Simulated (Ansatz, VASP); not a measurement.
## TiAl3 in VASP and in Ansatz

File INCAR:

```
PREC = Accurate ; ENCUT = 520
EDIFF = 1E-6 ; ISMEAR = 0
SIGMA = 0.15 ; LREAL = F
LASPH = T ; NELM = 80
ALGO = Fast ; ISIF = 2
LWAVE = F ; LCHARG = F
GGA = PS ; NBANDS = 18
```

Contents of KPOINTS:

```
regular mesh
0
Gamma
  14 14 14
```

The input POSCAR:

```
TiAl3
1.0
   -1.8853476793      1.8853476793      4.3762109392
    1.8853476793     -1.8853476793      4.3762109392
    1.8853476793      1.8853476793     -4.3762109392
Ti Al
1 3
Direct
    0.0000000000      0.0000000000      0.0000000000
    0.5000000000      0.5000000000      0.0000000000
    0.7500000000      0.2203811792      0.4703811792
    0.2500000000      0.7796188208      0.5296188208
```

Input for Ansatz:

```yaml
crystal:
  lattice:
    - [-1.8853476793, 1.8853476793, 4.3762109392]
    - [1.8853476793, -1.8853476793, 4.3762109392]
    - [1.8853476793, 1.8853476793, -4.3762109392]
  atoms:
    - { symbol: Ti, position: [0.0, 0.0, 0.0] }
    - { symbol: Al, position: [0.5, 0.5, 0.0] }
    - { symbol: Al, position: [0.75, 0.2203811792, 0.4703811792] }
    - { symbol: Al, position: [0.25, 0.7796188208, 0.5296188208] }
basis:
  ecutwfc: 520.0
kpoints:
  mp_grid: { grid: [14, 14, 14] }
hamiltonian:
  xc: pbesol
  pseudopotentials: { kind: paw, azcp: { folder: soft_1 } }
scf:
  occupations: { method: gaussian, width: 0.15 }
output:
  forces: true
  stress: true
  eigenvalues: true
```

Change from the starting cell: mode 9 frozen in at -0.113 Å, strain +e along z and -e/2 along x and y +0.0233.

Alike in both runs: task single point; functional PBEsol; k mesh 14 × 14 × 14; occupations gaussian, width 0.15 eV; no spin polarisation.

```csv
,VASP,Ansatz
version,VASP 6.6.1,Ansatz 0.2.0
potentials or method,"VASP PAW PBE potentials, release 64 (Ti_sv, Al), cutoff 520 eV","scalar-relativistic, plane waves, PAW"
valence electrons in the cell,21,21
```

Ansatz gave:

| Item | Value |
| --- | --- |
| gap on the k mesh at the Fermi level (eV) | none |
| pressure (GPa) | 1.3 |
| traceless stress, the component that is largest in VASP (GPa) | -5.38 |
| rms of the force components (eV/Å) | 0.592 |

What did VASP give for the same quantities?

gap on the k mesh at the Fermi level (eV): none; pressure (GPa): 1.5; traceless stress, the component that is largest in VASP (GPa): -5.41; rms of the force components (eV/Å): 0.596.

VASP's potentials were made for PBE, not for PBEsol, and Ansatz warns of the same on its side. Atom by atom the forces differ by 0.003 eV/Å (rms over components). A gap of «none» marks a metal or a gap that the smearing closes.
